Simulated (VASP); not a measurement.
# GaN (P6_3mc) in VASP: vibrations by perturbation theory with PBE

Aim: the vibrations by perturbation theory of GaN with PBE.

All numbers are computed with VASP 6.6.1; they aren't measurements. Logs are shortened: lines on timing, memory, paths and dates and some standing lists are left out, and cuts for length are marked.

## 1. The cell of the first run

The structure is hexagonal, space group P6_3mc (No. 186). Conventional cell: a = 3.218 Å, b = 3.218 Å, c = 5.243 Å, α = 90.00°, β = 90.00°, γ = 120.00°. Ga (site symmetry 3m) has 4 N at 1.97 to 1.98 Å within 2.6 Å. N (site symmetry 3m) has 4 Ga at 1.97 to 1.98 Å within 2.6 Å.

## 2. Vibrations by perturbation theory, PBE

INCAR reads:

```
SYSTEM = GaN
PREC     = Accurate       ! precision mode
ENCUT    = 520            ! plane-wave cutoff, eV
EDIFF    = 1E-8           ! SCF threshold, eV
ISMEAR   = 0              ! smearing method
SIGMA    = 0.01           ! smearing width, eV
LREAL    = .False.        ! projectors in reciprocal space
LASPH    = .True.         ! aspherical terms in the spheres
NELM     = 80             ! most SCF steps
ALGO     = Normal         ! electronic algorithm
ISIF     = 2              ! what is computed and relaxed
LWAVE    = .False.        ! write WAVECAR
LCHARG   = .True.         ! write CHGCAR
GGA      = PE             ! functional
IBRION   = 8              ! ionic algorithm
NSW      = 1              ! ionic steps
LEPSILON = .True.         ! dielectric tensor by DFPT
```

KPOINTS reads:

```
Automatic mesh
0
Gamma
  9 9 4
  0 0 0
```

POSCAR reads:

```
GaN
1.0
    3.2184289238      0.0000000000      0.0000000000
   -1.6092144619      2.7872412083      0.0000000000
    0.0000000000      0.0000000000      5.2430304959
Ga N
2 2
Direct
    0.3333333333      0.6666666667     -0.0008683120
    0.6666666667      0.3333333333      0.4991316880
    0.3333333333      0.6666666667      0.3758683120
    0.6666666667      0.3333333333      0.8758683120
```

Potentials or basis: VASP PAW PBE potentials, release 64 (Ga_d, N).

Started as:

```
$ cat potpaw_PBE.64/Ga_d/POTCAR potpaw_PBE.64/N/POTCAR > POTCAR
$ mpirun -np 1 vasp_std > vasp.out
```

OUTCAR:

```text
SYSTEM = GaN
   PREC = Accurate
   ENCUT = 520
   EDIFF = 1E-8
   ISMEAR = 0
   LREAL = .False.
   LASPH = .True.
   NELM = 80
   ISIF = 2
   GGA = PE
   IBRION = 8
   NSW = 1
   LEPSILON = .True.

 ion  position               nearest neighbor table
   1  0.333  0.667  0.999-   4 1.97   4 1.97   4 1.97   3 1.98
   2  0.667  0.333  0.499-   3 1.97   3 1.97   3 1.97   4 1.98
   3  0.333  0.667  0.376-   2 1.97   2 1.97   2 1.97   1 1.98
   4  0.667  0.333  0.876-   1 1.97   1 1.97   1 1.97   2 1.98

  LATTYP: Found a hexagonal cell.
 ALAT       =     3.2184289238
 C/A-ratio  =     1.6290651806

  Lattice vectors:

 A1 = (   3.2184289238,   0.0000000000,   0.0000000000)
 A2 = (  -1.6092144619,   2.7872412083,   0.0000000000)
 A3 = (   0.0000000000,   0.0000000000,   5.2430304959)

Analysis of symmetry for initial positions (statically):
=====================================================================
 Subroutine PRICEL returns:
 Original cell was already a primitive cell.

 Routine SETGRP: Setting up the symmetry group for a
 hexagonal supercell.

 Subroutine GETGRP returns: Found 12 space group operations
 (whereof  6 operations were pure point group operations)
 out of a pool of 24 trial point group operations.

The static configuration has the point symmetry C_3v.
 The point group associated with its full space group is C_6v.

Analysis of symmetry for dynamics (positions and initial velocities):
=====================================================================
 Subroutine PRICEL returns:
 Original cell was already a primitive cell.

 Routine SETGRP: Setting up the symmetry group for a
 hexagonal supercell.

 Subroutine GETGRP returns: Found 12 space group operations
 (whereof  6 operations were pure point group operations)
 out of a pool of 24 trial point group operations.

The dynamic configuration has the point symmetry C_3v.
 The point group associated with its full space group is C_6v.

 Subroutine INISYM returns: Found 12 space group operations
 (whereof  6 operations are pure point group operations),
 and found     1 'primitive' translations

----------------------------------------------------------------------------------------

                                     Primitive cell

  volume of cell :      47.0328

  direct lattice vectors                    reciprocal lattice vectors
     3.218428924  0.000000000  0.000000000     0.310710606  0.179388852  0.000000000
    -1.609214462  2.787241208  0.000000000     0.000000000  0.358777704  0.000000000
     0.000000000  0.000000000  5.243030496     0.000000000  0.000000000  0.190729388

  length of vectors
     3.218428924  3.218428924  5.243030496     0.358777704  0.358777704  0.190729388

  position of ions in fractional coordinates (direct lattice)
     0.333333333  0.666666667  0.999131688
     0.666666667  0.333333333  0.499131688
     0.333333333  0.666666667  0.375868312
     0.666666667  0.333333333  0.875868312

  ion indices of the primitive-cell ions
   primitive index   ion index
                 1           1
                 2           2
                 3           3
                 4           4

----------------------------------------------------------------------------------------

 KPOINTS: Automatic mesh

Automatic generation of k-mesh.
 Grid dimensions read from file:
 generate k-points for:    9    9    4

 Generating k-lattice:

  Cartesian coordinates                     Fractional coordinates (reciprocal lattice)
[... 759 lines left out ...]

--------------------------------------- Ionic step        2  -------------------------------------------

------------------------ aborting loop because EDIFF is reached ----------------------------------------

--------------------------------------- Ionic step        3  -------------------------------------------

------------------------ aborting loop because EDIFF is reached ----------------------------------------

 PIEZOELECTRIC TENSOR FIELD DIRECTION 3  (e Angst)
 -----------------------------------------------------------------------------
     1.51403  0.00000 -0.00000           (  0.11390  0.00000  0.00000)
     0.00000  1.51403 -0.00000           (  0.00000  0.11390 -0.00000)
    -0.00000 -0.00000 -3.06634           (  0.00000 -0.00000 -0.23338)

 PIEZOELECTRIC TENSOR FIELD DIRECTION 3  (C/m^2)
 -----------------------------------------------------------------------------
     0.51576  0.00000 -0.00000
     0.00000  0.51576 -0.00000
    -0.00000 -0.00000 -1.04455

[... ionic steps 4 to 9 ...]

--------------------------------------- Ionic step       10  -------------------------------------------

------------------------ aborting loop because EDIFF is reached ----------------------------------------

[... ionic steps 11 to 11 ...]

--------------------------------------- Ionic step       12  -------------------------------------------

 Free energy of the ion-electron system (eV)
  ---------------------------------------------------
  ---------------------------------------------------
  free energy    TOTEN  =        -0.24750287 eV

  energy without entropy =       -0.24750287

------------------------ aborting loop because EDIFF is reached ----------------------------------------

 INTERNAL STRAIN TENSOR  FOR ION    3  DIRECTION 3   (eV/Angst):
 -----------------------------------------------------------------------------
     4.43279  0.00000  0.00000
    -0.00000  4.43279 -0.00000
     0.00000 -0.00000 -8.34710

 MACROSCOPIC STATIC DIELECTRIC TENSOR (including local field effects in DFT)
 ------------------------------------------------------
           6.057401    -0.000000     0.000000
           0.000000     6.057401     0.000000
           0.000000    -0.000000     6.312832
 ------------------------------------------------------

 PIEZOELECTRIC TENSOR (including local field effects)  for field in x, y, z        (e  Angst)
          XX          YY          ZZ          XY          YZ          ZX
  --------------------------------------------------------------------------------
  x     0.00000     0.00000     0.00000     0.00000     0.00000     1.64312
  y     0.00000     0.00000    -0.00000     0.00000     1.64313     0.00000
  z     1.51403     1.51403    -3.06634     0.00000     0.00000     0.00000

 PIEZOELECTRIC TENSOR (including local field effects)  for field in x, y, z        (C/m^2)
          XX          YY          ZZ          XY          YZ          ZX
  --------------------------------------------------------------------------------
  x     0.00000     0.00000     0.00000     0.00000     0.00000     0.55973
  y     0.00000     0.00000    -0.00000     0.00000     0.55973     0.00000
  z     0.51576     0.51576    -1.04455     0.00000     0.00000     0.00000

 BORN EFFECTIVE CHARGES (including local field effects) (in |e|, cummulative output)
 ---------------------------------------------------------------------------------
 ion    1
    1     2.63378     0.00000     0.00000
    2     0.00000     2.63378     0.00000
    3     0.00000    -0.00000     2.78075
 ion    2
    1     2.63378     0.00000    -0.00000
    2     0.00000     2.63378     0.00000
    3     0.00000    -0.00000     2.78075
 ion    3
    1    -2.63378     0.00000     0.00000
    2     0.00000    -2.63378     0.00000
    3    -0.00000    -0.00000    -2.78075
 ion    4
    1    -2.63378     0.00000     0.00000
    2     0.00000    -2.63378     0.00000
    3     0.00000     0.00000    -2.78075

 INTERNAL STRAIN TENSOR FOR ION    4 for displacements in x,y,z  (eV/Angst):
          X           Y           Z          XY          YZ          ZX
  --------------------------------------------------------------------------------
  x     0.00000    -0.00000     0.00000     8.22303     0.00000     4.42018
  y     8.22303    -8.22303     0.00000     0.00000     4.75093    -0.00000
  z     4.43279     4.43279    -8.34710     0.00000     0.00000     0.00000

 SECOND DERIVATIVES (NOT SYMMETRIZED)
 ------------------------------------
               1X          1Y          1Z          2X          2Y          2Z          3X          3Y          3Z          4X          4Y          4Z
  1X   -11.925052    0.000000    0.000000    0.332585    0.000000    0.000000    1.034161    0.000000    0.000000   10.558306    0.000000    0.000000
  1Y    -0.000000  -11.925052    0.000000    0.000000    0.332585    0.000000    0.000000    1.034161    0.000000    0.000000   10.558306    0.000000
  1Z     0.000000   -0.000000  -18.488840    0.000000   -0.000000    7.888682    0.000000    0.000000    6.034154    0.000000   -0.000000    4.566004
  2X     0.332585    0.000000    0.000000  -11.925052    0.000000    0.000000   10.558306    0.000000   -0.000000    1.034161   -0.000000    0.000000
  2Y     0.000000    0.332585    0.000000    0.000000  -11.925052    0.000000    0.000000   10.558306    0.000000    0.000000    1.034161    0.000000
  2Z    -0.000000    0.000000    7.888682    0.000000    0.000000  -18.488840    0.000000    0.000000    4.566004   -0.000000    0.000000    6.034154
  3X     1.070391   -0.000000    0.000000   10.594034    0.000000   -0.000000  -12.275501    0.000000    0.000000    0.611076    0.000000    0.000000
  3Y     0.000000    1.070391    0.000000    0.000000   10.594034    0.000000    0.000000  -12.275501    0.000000   -0.000000    0.611076    0.000000
  3Z    -0.000000    0.000000    6.020008    0.000000    0.000000    4.605228    0.000000    0.000000  -16.346045    0.000000   -0.000000    5.720809
  4X    10.594034   -0.000000   -0.000000    1.070391    0.000000    0.000000    0.611076    0.000000    0.000000  -12.275501    0.000000    0.000000
  4Y     0.000000   10.594034   -0.000000    0.000000    1.070391   -0.000000   -0.000000    0.611076    0.000000   -0.000000  -12.275501    0.000000
  4Z     0.000000    0.000000    4.605228    0.000000    0.000000    6.020008    0.000000    0.000000    5.720809    0.000000    0.000000  -16.346045

 Eigenvectors and eigenvalues of the dynamical matrix
 ----------------------------------------------------

   1 f  =   19.637479 THz   123.385921 2PiTHz  655.035801 cm-1    81.214052 meV
             X         Y         Z           dx          dy          dz
     -0.000000  1.858161  5.238478    -0.000000    0.000000    0.027176
      1.609214  0.929080  2.616963    -0.000000    0.000000   -0.027176
     -0.000000  1.858161  1.970689    -0.000000    0.000000   -0.706584
      1.609214  0.929080  4.592204     0.000000   -0.000000    0.706584
[... 71 lines left out ...]
  12 f/i=    0.018008 THz     0.113147 2PiTHz    0.600680 cm-1     0.074475 meV
             X         Y         Z           dx          dy          dz
     -0.000000  1.858161  5.238478    -0.155771    0.626539    0.000000
      1.609214  0.929080  2.616963    -0.155771    0.626539    0.000000
     -0.000000  1.858161  1.970689    -0.069588    0.279896    0.000000
      1.609214  0.929080  4.592204    -0.069588    0.279896    0.000000

--------------------------------------------------------------------------------------------------------

 MACROSCOPIC STATIC DIELECTRIC TENSOR IONIC CONTRIBUTION
 ------------------------------------------------------
           4.590200    -0.000000     0.000000
          -0.000000     4.590200    -0.000000
           0.000000    -0.000000     5.606529
 ------------------------------------------------------

 ELASTIC MODULI CONTR FROM IONIC RELAXATION (kBar)
 Direction    XX          YY          ZZ          XY          YZ          ZX
 --------------------------------------------------------------------------------
 XX        -484.3196    232.9651    237.4102      0.0000      0.0000     -0.0000
 YY         232.9651   -484.3196    237.4102     -0.0000     -0.0000      0.0000
 ZZ         237.4102    237.4102   -448.4790      0.0000     -0.0000      0.0000
 XY           0.0000     -0.0000      0.0000   -358.6423      0.0000      0.0000
 YZ           0.0000     -0.0000     -0.0000      0.0000   -109.3977      0.0000
 ZX          -0.0000      0.0000      0.0000      0.0000      0.0000   -118.6439
 --------------------------------------------------------------------------------

 PIEZOELECTRIC TENSOR IONIC CONTR  for field in x, y, z        (C/m^2)
          XX          YY          ZZ          XY          YZ          ZX
  --------------------------------------------------------------------------------
  x    -0.00000     0.00000     0.00000     0.00000     0.00000    -0.69440
  y     0.00000     0.00000    -0.00000     0.00000    -0.66679     0.00000
  z    -0.78986    -0.78986     1.49207    -0.00000     0.00000    -0.00000
```

It took 7.9 min on 1 thread of Intel Xeon 6975P-C (Granite Rapids), shared host; peak memory 0.47 GiB.

Results:

| Quantity | Value |
| --- | --- |
| Electronic dielectric tensor (diagonal) | 6.06, 6.06, 6.31 |
| Born charges (mean of the diagonal) | Ga +2.68; N -2.68 e |
| Highest phonon frequency at Γ, LO-TO splitting left out | 655 cm⁻¹ |

Phonon frequencies in cm⁻¹ (negative: imaginary):
| q point | frequencies |
| --- | --- |
| (0.000, 0.000, 0.000) | -1 -1 0 135 135 320 498 521 521 529 529 655 |

Electronic dielectric tensor:
```
6.06 0.00 0.00
0.00 6.06 0.00
0.00 0.00 6.31
```

Born effective charge tensors (e):
atom 1, Ga
```
2.63 0.00 0.00
0.00 2.63 0.00
0.00 0.00 2.78
```
atom 2, Ga
```
2.63 0.00 0.00
0.00 2.63 0.00
0.00 0.00 2.78
```
atom 3, N
```
-2.63  0.00  0.00
 0.00 -2.63  0.00
 0.00  0.00 -2.78
```
atom 4, N
```
-2.63  0.00  0.00
 0.00 -2.63  0.00
 0.00  0.00 -2.78
```
